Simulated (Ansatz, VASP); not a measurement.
Two plane-wave programs on WS2

```
S W
1.0
     3.15955    0.00000    0.00000
    -1.57977    2.73625    0.00000
     0.00000    0.00000   23.80426
S W
4 2
Direct
  0.33333 0.66667 0.18904
  0.33333 0.66667 0.32146
  0.33333 0.16667 0.46597
  0.33333 0.16667 0.59839
  0.66667 0.33333 0.25525
  0.00000 0.50000 0.53218
```

Alike in both runs: task single point; functional PBE; dispersion D3(BJ); k mesh 9 × 9 × 1; occupations gaussian, width 0.05 eV; no spin polarisation.

|  | VASP | Ansatz |
| --- | --- | --- |
| version | VASP 6.6.1 | Ansatz 0.2.0 |
| potentials or method | VASP PAW PBE potentials, release 64 (S, W_sv), cutoff 520 eV | scalar-relativistic, plane waves, PAW |
| valence electrons in the cell | 52 | 52 |

```csv
,VASP,Ansatz,Ansatz less VASP
gap on the k mesh at the Fermi level (eV),1.75,1.74,-0.015
least direct gap on the mesh (eV),1.91,1.90,-0.003
rms of the force components (eV/Å),0.023,0.023,-0.0003
```

Spin-orbit coupling is off throughout.
